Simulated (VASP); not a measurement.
Set up this calculation in VASP 6.6.1, as the native input.

* Task: single point
* Functional: PBE
* Potentials or basis: VASP PAW PBE potentials, release 64 (Zn, Se)
* Cutoff: 520 eV
* k mesh: 6 × 6 × 6
* Occupations: gaussian, width 0.1 eV
* Spin: no spin polarisation
* Dipole correction: no
* Further INCAR settings: ALGO = Normal; EDIFF = 1e-06; NBANDS = 16

The structure of ZnSe lies in POSCAR:

```
ZnSe
1.0
    0.0000000000      2.8324425200      2.8324425200
    2.8324425200      0.0000000000      2.8324425200
    2.8324425200      2.8324425200      0.0000000000
Zn Se
1 1
Direct
    0.0000000000      0.0000000000      0.0000000000
    0.7500000000      0.7500000000      0.7500000000
```

These files were run (other wordings do the same):

INCAR

```
SYSTEM = ZnSe
PREC = Accurate ; ENCUT = 520
EDIFF = 1E-6 ; ISMEAR = 0
SIGMA = 0.1 ; LREAL = .False.
LASPH = .True. ; NELM = 100
ALGO = Normal ; ISIF = 2
LWAVE = .False. ; LCHARG = .False.
GGA = PE ; NBANDS = 16
```

KPOINTS

```
Automatic mesh
0
Gamma
  6 6 6
  0 0 0
```

Potentials or basis: VASP PAW PBE potentials, release 64 (Zn, Se).

Command:

```bash
$ cat potpaw_PBE.64/Zn/POTCAR potpaw_PBE.64/Se/POTCAR > POTCAR
$ mpirun -np 1 vasp_std > vasp.out
```

It gave:

* Pressure: 2.5 GPa
* Band gap on the k mesh: 1.29 eV, direct

It took 16 s on 1 thread of Intel(R) Xeon(R) Platinum 8488C (Sapphire Rapids), on a shared host, peak memory 0.17 GiB.
